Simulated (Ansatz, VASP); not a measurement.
## Au: VASP beside Ansatz

```
Au
1.0
     0.00000    2.02134    2.02134
     2.02134    0.00000    2.02134
     2.02134    2.02134    0.00000
Au
1
Direct
  0.00000 0.00000 0.00000
```

Alike in both runs: task single point; functional r2SCAN50; k mesh 6 × 6 × 6; occupations fermi-dirac, width 0.05 eV; no spin polarisation.

```csv
,VASP,Ansatz
version,VASP 6.6.1,Ansatz 0.2.0
potentials or method,"VASP PAW PBE potentials, release 64 (Au)",Ansatz PAW
plane-wave cutoff (eV),520,500
valence electrons in the cell,11,19
```

Ansatz gave:

```
gap on the k mesh at the Fermi level (eV) : none
pressure (GPa)                            : 10.1
```

Question: What did VASP give for the same quantities?

Answer: gap on the k mesh at the Fermi level (eV): none; pressure (GPa): 9.9.

VASP's potentials were made for PBE, not for r2SCAN50. A gap of «none» marks a metal or a gap that the smearing closes. With one functional, cell and mesh, what is left measures potentials, basis and numerics. VASP's potentials hold 11 valence electrons a cell and Ansatz's 19, so a difference there can come from the potentials and not from the codes.

The k mesh is coarse, so the values compare programs but aren't converged. Spin-orbit coupling is off throughout.
